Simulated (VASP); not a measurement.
Set up this calculation in VASP 6.6.1, as the native input.

```yaml
Task: single point
Functional: r2SCAN
Potentials_or_basis: VASP PAW PBE potentials, release 64 (Li_sv, Sb, Rh_pv)
Cutoff: 520 eV
k_mesh: 6 × 6 × 6
Occupations: tetrahedron
Spin: no spin polarisation
Dipole_correction: no
Further_INCAR_settings: ALGO = Normal; EDIFF = 1e-07; NBANDS = 34
```

The system is Li4Sb4Rh.

```
Li Sb Rh
1.0
     0.00000    0.00000    5.11668
     3.94232   -3.94232    2.55834
     3.94232    3.94232   -2.55834
Li Sb Rh
4 4 1
Direct
  0.21100 0.18400 0.60600
  0.39500 0.39400 0.18400
  0.78900 0.81600 0.39400
  0.60500 0.60600 0.81600
  0.29200 0.77400 0.35800
  0.06600 0.64200 0.77400
  0.70800 0.22600 0.64200
  0.93400 0.35800 0.22600
  0.00000 0.00000 0.00000
```

These files were run (other wordings do the same):

POSCAR

```
Li4Sb4Rh
1.0
    0.0000000000      0.0000000000      5.1166828400
    3.9423213400     -3.9423213400      2.5583414200
    3.9423213400      3.9423213400     -2.5583414200
Li Sb Rh
4 4 1
Direct
    0.2110000000      0.1840000000      0.6060000000
    0.3950000000      0.3940000000      0.1840000000
    0.7890000000      0.8160000000      0.3940000000
    0.6050000000      0.6060000000      0.8160000000
    0.2920000000      0.7740000000      0.3580000000
    0.0660000000      0.6420000000      0.7740000000
    0.7080000000      0.2260000000      0.6420000000
    0.9340000000      0.3580000000      0.2260000000
    0.0000000000      0.0000000000      0.0000000000
```

INCAR.step1

```
ALGO     = Normal         # electronic algorithm
EDIFF    = 1E-4           # SCF threshold, eV
ENCUT    = 520            # plane-wave cutoff, eV
GGA      = PE             # functional
ISMEAR   = -5             # smearing method
LASPH    = True           # aspherical terms in the spheres
LCHARG   = False          # write CHGCAR
LREAL    = False          # projectors in reciprocal space
LWAVE    = True           # write WAVECAR
NBANDS   = 34             # bands
NELM     = 60             # most SCF steps
PREC     = Accurate       # precision mode
SIGMA    = 0.1            # smearing width, eV
```

INCAR.step2

```
ALGO     = Normal         # electronic algorithm
EDIFF    = 1E-7           # SCF threshold, eV
ENCUT    = 520            # plane-wave cutoff, eV
ISIF     = 2              # what is computed and relaxed
ISMEAR   = -5             # smearing method
ISTART   = 1            
LASPH    = True           # aspherical terms in the spheres
LCHARG   = False          # write CHGCAR
LMIXTAU  = True         
LREAL    = False          # projectors in reciprocal space
LWAVE    = False          # write WAVECAR
METAGGA  = R2SCAN         # meta-GGA
NBANDS   = 34             # bands
NELM     = 60             # most SCF steps
PREC     = Accurate       # precision mode
SIGMA    = 0.1            # smearing width, eV
```

KPOINTS

```
k-points
0
Gamma
  6 6 6
```

Potentials or basis: VASP PAW PBE potentials, release 64 (Li_sv, Sb, Rh_pv).

Run with:

```bash
$ cat potpaw_PBE.64/Li_sv/POTCAR potpaw_PBE.64/Sb/POTCAR potpaw_PBE.64/Rh_pv/POTCAR > POTCAR
$ cp INCAR.step1 INCAR
$ mpirun -np 1 vasp_std > vasp.out
$ cp INCAR.step2 INCAR
$ mpirun -np 1 vasp_std > vasp.out
```

It gave:

- Largest force: 2.916 eV/Å

Caveat: the PAW data sets were made with another functional, which shifts forces and pressure a little; tetrahedron occupations give inexact forces and stress in metals.

Run time: 7.9 min on 1 thread of Intel(R) Xeon(R) 6975P-C (Granite Rapids), with other jobs on the host, peak memory 0.44 GiB.
